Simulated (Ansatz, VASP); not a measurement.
Two plane-wave programs on MgO

```
Mg O
1.0
     0.00000    2.13200    2.13200
     2.13200    0.00000    2.13200
     2.13200    2.13200    0.00000
Mg O
1 1
Direct
  0.00000 0.00000 0.00000
  0.50000 0.50000 0.50000
```

Alike in both runs: task single point; functional PBE; k mesh 9 × 9 × 9; occupations fermi-dirac, width 0.3 eV; no spin polarisation.

```csv
,VASP,Ansatz
version,VASP 6.6.1,Ansatz 0.2.0
potentials or method,"VASP PAW PBE potentials, release 64 (Mg_sv, O), cutoff 840 eV","PAW, plane waves, scalar-relativistic"
valence electrons in the cell,16,16
```

Ansatz gave:

- pressure (GPa): -1.1

Q: What did VASP give for the same quantities?

A: Pressure (GPa): -1.0.

With one functional, cell and mesh, what is left measures potentials, basis and numerics.
